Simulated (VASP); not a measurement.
# BP (F-43m) in VASP: notebook, part 2 of 2

VASP 6.6.1. The steps go on from the part before.

## (3) Electric field gradients, LDA (volume scaled by 0.99)

INCAR

```
PREC = Accurate
ENCUT = 520
EDIFF = 1E-8
ISMEAR = -1
SIGMA = 0.05
LREAL = False
LASPH = True
NELM = 80
ALGO = Normal
ISIF = 2
LWAVE = False
LCHARG = False
GGA = CA
LEFG = True
NBANDS = 11
```

KPOINTS

```
regular mesh
0
Gamma
  15 15 15
```

POSCAR

```
BP
1.0
    0.0000000000      2.2614113146      2.2614113146
    2.2614113146      0.0000000000      2.2614113146
    2.2614113146      2.2614113146      0.0000000000
B P
1 1
Direct
    0.0000000000      0.0000000000      0.0000000000
    0.7500000000      0.7500000000      0.7500000000
```

Potentials or basis: VASP PAW LDA potentials, release 64 (B, P).

Run with:

```sh
> cat potpaw_LDA.64/B/POTCAR potpaw_LDA.64/P/POTCAR > POTCAR
> mpirun -np 1 vasp_std > vasp.out
```

OUTCAR:

```text
PREC = Accurate
   ENCUT = 520
   EDIFF = 1E-8
   ISMEAR = -1
   LREAL = False
   LASPH = True
   NELM = 80
   ISIF = 2
   GGA = CA

 ion  position               nearest neighbor table
   1  0.000  0.000  0.000-   2 1.96   2 1.96   2 1.96   2 1.96
   2  0.750  0.750  0.750-   1 1.96   1 1.96   1 1.96   1 1.96

  LATTYP: Found a face centered cubic cell.
 ALAT       =     4.5228226292

  Lattice vectors:

 A1 = (   0.0000000000,   2.2614113146,   2.2614113146)
 A2 = (   2.2614113146,   0.0000000000,   2.2614113146)
 A3 = (   2.2614113146,   2.2614113146,   0.0000000000)

Analysis of symmetry for initial positions (statically):
[... 5 lines left out ...]
 face centered cubic supercell.

 Subroutine GETGRP returns: Found 24 space group operations
 (whereof 24 operations were pure point group operations)
 out of a pool of 48 trial point group operations.

The static configuration has the point symmetry T_d .

Analysis of symmetry for dynamics (positions and initial velocities):
[... 5 lines left out ...]
 face centered cubic supercell.

 Subroutine GETGRP returns: Found 24 space group operations
 (whereof 24 operations were pure point group operations)
 out of a pool of 48 trial point group operations.

The dynamic configuration has the point symmetry T_d .

 Subroutine INISYM returns: Found 24 space group operations
 (whereof 24 operations are pure point group operations),
 and found     1 'primitive' translations

----------------------------------------------------------------------------------------

                                     Primitive cell

  volume of cell :      23.1296

  direct lattice vectors                    reciprocal lattice vectors
     0.000000000  2.261411315  2.261411315    -0.221100866  0.221100866  0.221100866
     2.261411315  0.000000000  2.261411315     0.221100866 -0.221100866  0.221100866
     2.261411315  2.261411315  0.000000000     0.221100866  0.221100866 -0.221100866

  length of vectors
     3.198118551  3.198118551  3.198118551     0.382957933  0.382957933  0.382957933

  position of ions in fractional coordinates (direct lattice)
     0.000000000  0.000000000  0.000000000
     0.750000000  0.750000000  0.750000000

  ion indices of the primitive-cell ions
   primitive index   ion index
                 1           1
                 2           2

----------------------------------------------------------------------------------------

 KPOINTS: regular mesh

Automatic generation of k-mesh.
 Grid dimensions read from file:
 generate k-points for:   15   15   15

 Generating k-lattice:

  Cartesian coordinates                     Fractional coordinates (reciprocal lattice)
    -0.014740058  0.014740058  0.014740058     0.066666667  0.000000000  0.000000000
     0.014740058 -0.014740058  0.014740058     0.000000000  0.066666667  0.000000000
     0.014740058  0.014740058 -0.014740058     0.000000000  0.000000000  0.066666667

  Length of vectors
     0.025530529  0.025530529  0.025530529
[... 60 lines left out ...]
   ISIF   =      2    stress and relaxation
   ISYM   =      2    0-nonsym 1-usesym 2-fastsym
   POTIM  = 0.5000    time-step for ionic-motion
   TEBEG  =    0.0;   TEEND  =   0.0 temperature during run
   PSTRESS=    0.0 pullay stress
   NELECT =       8.0000    total number of electrons
   NUPDOWN=      -1.0000    fix difference up-down
   EMIN   =  10.00;   EMAX   =-10.00  energy-range for DOS
   EFERMI =   0.00;   METHOD = LEGACY
   ISMEAR =    -1;   SIGMA  =   0.05  broadening in eV -4-tet -1-fermi 0-gaus
   EFERMI_NEDOS =   21; number of points for ismear=-14 and -15
   IALGO  =     38    algorithm
   IMIX   =      4    mixing-type and parameters
     AMIX     =   0.40;   BMIX     =  1.00
     AMIX_MAG =   1.60;   BMIX_MAG =  1.00
  volume/ion in A,a.u.               =      11.56        78.04
  Fermi-wavevector in a.u.,A,eV,Ry     =   1.149164  2.171605 17.967547  1.320577
  Thomas-Fermi vector in A             =   2.285835
   LORBIT       =      0    0 simple, 1 ext, 2 COOP (PROOUT), +10 PAW based schemes
   GGA     = CA    functional components
   LHFCALC =     F    Hartree Fock is set to
   AEXX    =    0.0000 exact exchange contribution
   IVDW    =     0    specifies the selected vdW correction
   LEPSILON=     F    determine dielectric tensor
   LRPA    =     F    only Hartree local field effects (RPA)
 non-spin polarized calculation
  energy-cutoff  :      520.00
  volume of cell :       23.13
 maximum number of plane-waves:       635
   NGX = 11   NGY = 11   NGZ = 11

 number of electron       8.0000001 magnetization

 Free energy of the ion-electron system (eV)
  ---------------------------------------------------
  ext. energy  EPLUGINS =         0.00000000
  ---------------------------------------------------
  free energy    TOTEN  =       -14.39395552 eV

  energy without entropy =      -14.39395548  energy(sigma->0) =      -14.39395550

 E-fermi :   8.1017     XC(G=0): -11.1295

 val. band max:        7.5260993074   @ k =   0.0000   0.0000   0.0000
 cond. band min:       8.7022711473   @ k =   0.4000   0.4000   0.0000
 fundamental gap:      1.1761718399
 Fermi energy:         8.1016671868

 k-point     1 :       0.0000    0.0000    0.0000
  band No.  band energies     occupation
      1      -7.9528      2.00000
      2       7.5261      1.99998
      3       7.5261      1.99998
      4       7.5261      1.99998
      5      10.9203      0.00000
      6      10.9203      0.00000
      7      10.9203      0.00000
      8      15.0485      0.00000
      9      18.8536      0.00000
     10      19.7372      0.00000
     11      19.7372      0.00000
[... 309 lines left out ...]
 k-point    24 :       0.2000    0.1333    0.0000
  band No.  band energies     occupation
      1      -7.2309      2.00000
      2       4.9209      2.00000
      3       5.8030      2.00000
      4       6.1627      2.00000
      5      10.2044      0.00000
      6      13.1877      0.00000
      7      13.3301      0.00000
      8      14.6041      0.00000
      9      18.3475      0.00000
     10      20.2153      0.00000
     11      20.9107      0.00000

 [... further k-points ...]
[... 5 lines left out ...]
  --------------------------------------------------------------------------------------
  -------------------------------------------------------------------------------------
  Total       -0.5390763     -0.5390763     -0.5390763      0.0000000      0.0000000      0.0000000
  in kB      -37.3415358    -37.3415358    -37.3415358      0.0000000      0.0000000      0.0000000
  external PRESSURE =     -37.3415358 kB  Pullay stress =       0.0000000 kB

 VOLUME and BASIS-vectors are now :
 -----------------------------------------------------------------------------
  energy-cutoff  :      520.00
  volume of cell :       23.13
      direct lattice vectors                 reciprocal lattice vectors
     0.000000000  2.261411315  2.261411315    -0.221100866  0.221100866  0.221100866
     2.261411315  0.000000000  2.261411315     0.221100866 -0.221100866  0.221100866
     2.261411315  2.261411315  0.000000000     0.221100866  0.221100866 -0.221100866

 POSITION                                       TOTAL-FORCE (eV/Angst)
 -----------------------------------------------------------------------------------
      0.00000      0.00000      0.00000         0.000000     -0.000000      0.000000
      3.39212      3.39212      3.39212        -0.000000      0.000000     -0.000000
 -----------------------------------------------------------------------------------
    total drift:                               -0.000000     -0.000000     -0.000000

  FREE ENERGIE OF THE ION-ELECTRON SYSTEM (eV)
  ---------------------------------------------------
  free  energy   TOTEN  =       -14.3939555207 eV

  energy  without entropy=      -14.3939554780  energy(sigma->0) =      -14.39395550

 Electric field gradients (V/A^2)
---------------------------------------------------------------------
 ion       V_xx      V_yy      V_zz      V_xy      V_xz      V_yz
---------------------------------------------------------------------
   1      -0.000    -0.000    -0.000     0.000     0.000     0.000
   2       0.000    -0.000    -0.000    -0.000    -0.000    -0.000
---------------------------------------------------------------------

 Electric field gradients after diagonalization (V/A^2)
 (convention: |V_zz| > |V_xx| > |V_yy|)
----------------------------------------------------------------------
 ion       V_xx      V_yy      V_zz     asymmetry (V_yy - V_xx)/ V_zz
----------------------------------------------------------------------
   1      -0.000    -0.000     0.000       0.000
   2       0.000     0.000    -0.000       0.000
----------------------------------------------------------------------

           NMR quadrupolar parameters

 Cq : quadrupolar parameter    Cq=e*Q*V_zz/h
 eta: asymmetry parameters     (V_yy - V_xx)/ V_zz
 Q  : nuclear electric quadrupole moment in mb (millibarn)
----------------------------------------------------------------------
 ion       Cq(MHz)       eta       Q (mb)
----------------------------------------------------------------------
   1       0.000       0.000       1.000
   2      -0.000       0.000       1.000
----------------------------------------------------------------------
```

OSZICAR:

```text
N       E                     dE             d eps       ncg     rms          rms(c)
DAV:   1     0.845240911563E+01    0.84524E+01   -0.39266E+03  2640   0.651E+02
DAV:   2    -0.146012334013E+02   -0.23054E+02   -0.21966E+02  3545   0.111E+02
DAV:   3    -0.152397005149E+02   -0.63847E+00   -0.63701E+00  3284   0.164E+01
DAV:   4    -0.152422366656E+02   -0.25362E-02   -0.25358E-02  3030   0.122E+00
DAV:   5    -0.152422499639E+02   -0.13298E-04   -0.13298E-04  3265   0.890E-02    0.744E+00
DAV:   6    -0.145221304194E+02    0.72012E+00   -0.16397E+00  3000   0.550E+00    0.392E+00
DAV:   7    -0.144066828662E+02    0.11545E+00   -0.26055E-01  3317   0.255E+00    0.129E+00
DAV:   8    -0.143939166738E+02    0.12766E-01   -0.31463E-02  3071   0.951E-01    0.223E-01
DAV:   9    -0.143939582512E+02   -0.41577E-04   -0.79948E-04  3051   0.197E-01    0.157E-01
DAV:  10    -0.143939537238E+02    0.45274E-05   -0.12861E-04  2898   0.645E-02    0.346E-02
DAV:  11    -0.143939560156E+02   -0.22918E-05   -0.74701E-06  3307   0.139E-02    0.406E-02
DAV:  12    -0.143939555192E+02    0.49645E-06   -0.26283E-06  3001   0.672E-03    0.130E-02
DAV:  13    -0.143939555300E+02   -0.10870E-07   -0.93245E-08  3151   0.190E-03    0.870E-03
DAV:  14    -0.143939555207E+02    0.93070E-08   -0.29851E-08  1841   0.746E-04
   1 F= -.14393956E+02 E0= -.14393955E+02  d E =-.427561E-07
```

stdout:

```text
POSCAR found type information on POSCAR B P
 POSCAR found :  2 types and       2 ions
 scaLAPACK will be used
 LDA part: xc-table for (Slater(with rela. corr.)+CA(PZ))
 , standard interpolation
 POSCAR, INCAR and KPOINTS ok, starting setup
 FFT: planning ... GRIDC
 FFT: planning ... GRID_SOFT
 FFT: planning ... GRID
 WAVECAR not read
 entering main loop
ion   1

ion   2
```

It took 31 s on 1 thread of AMD EPYC 7R43 (Zen 3), shared host; peak memory 0.11 GiB.

Results:

| Property | Result |
| --- | --- |
| Free energy | -14.3940 eV |
| Pressure | -3.7 GPa |
| Band gap on the k mesh | 1.18 eV, indirect (least direct gap 3.39 eV) |

Caveat: without QUAD_EFG the Cq values of the log hold for a quadrupole moment of 1 mb, not for the nuclei.
